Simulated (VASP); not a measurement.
Input of a VASP 6.6.1 run:

INCAR

```
PREC = Accurate
ENCUT = 520
EDIFF = 1E-6
ISMEAR = 0
SIGMA = 0.1
LREAL = F
LASPH = T
NELM = 100
ALGO = Normal
ISIF = 2
LWAVE = F
LCHARG = T
GGA = PS
LELF = T
LVHAR = T
NBANDS = 14
```

The input KPOINTS:

```
Automatic mesh
0
Gamma
  16 16 16
```

Contents of POSCAR:

```
Rh
1.0
    0.0000000000      1.8822872985      1.8822872985
    1.8537640485      0.0000000000      1.8822872985
    1.8537640485      1.8822872985      0.0000000000
Rh
1
Direct
    0.0000000000      0.0000000000      0.0000000000
```

Potentials or basis: VASP PAW PBE potentials, release 64 (Rh_pv).

Run with:

```sh
$ cat potpaw_PBE.64/Rh_pv/POTCAR > POTCAR
$ mpirun -np 1 vasp_std > vasp.out
```

Task: What does it give for the pressure?

Result: 8.8 GPa.

Stress tensor (GPa, compression positive):
```
11.53  0.00  0.00
 0.00  7.37  0.00
 0.00  0.00  7.37
```

Caveat: the cell differs from its parent crystal (strained); the PAW data sets were made with another functional, which shifts forces and pressure a little.
